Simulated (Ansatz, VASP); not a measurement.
**C: VASP beside Ansatz**

```
C
1.0
     0.00000    1.76572    1.76572
     1.76572    0.00000    1.76572
     1.76572    1.76572    0.00000
C
2
Cartesian
  0.0000 0.0000 0.0000
  0.8829 0.8829 0.8829
```

Alike in both runs: task single point; functional LDA; k mesh 12 × 12 × 12; occupations gaussian, width 0.02 eV; no spin polarisation.

```csv
,VASP,Ansatz
version,VASP 6.6.1,Ansatz 0.2.0
potentials or method,"VASP PAW LDA potentials, release 64 (C_h), cutoff 1300 eV","scalar-relativistic, plane waves, PAW"
valence electrons in the cell,8,8
```

Ansatz gave:

- gap on the k mesh at the Fermi level (eV): 4.20
- least direct gap on the mesh (eV): 5.62
- pressure (GPa): 0.0

Q: Estimate VASP's values.

A: gap on the k mesh at the Fermi level (eV): 4.20; least direct gap on the mesh (eV): 5.63; pressure (GPa): 1.0.

Ansatz warns that its potentials were made for another functional, while VASP's fit it. LDA's correlation is that of Perdew and Zunger in VASP and of Perdew and Wang (1992) in Ansatz.
